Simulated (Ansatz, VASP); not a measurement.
Sc in VASP and in Ansatz

```
CELL_PARAMETERS angstrom
3.31760 0.00000 0.00000
-1.65880 2.87313 0.00000
0.00000 0.00000 5.16471
ATOMIC_POSITIONS crystal
Sc 0.33333 0.66667 0.75000
Sc 0.66667 0.33333 0.25000
```

Alike in both runs: functional PBE; k mesh 12 × 12 × 6; occupations gaussian, width 0.05 eV; no spin polarisation.

Ansatz relaxed the structure, and its values are those at the end. VASP's run is a single point on that final structure, the one shown.

|  | VASP | Ansatz |
| --- | --- | --- |
| version | VASP 6.6.1 | Ansatz 0.2.0 |
| potentials or method | VASP PAW PBE potentials, release 64 (Sc_sv), cutoff 520 eV | scalar-relativistic, plane waves, PAW |
| valence electrons in the cell | 22 | 22 |

|  | VASP | Ansatz | Ansatz less VASP |
| --- | --- | --- | --- |
| gap on the k mesh at the Fermi level (eV) | none | none | - |
| pressure (GPa) | 0.0 | 0.0 | -0.04 |

A gap of «none» marks a metal or a gap that the smearing closes.
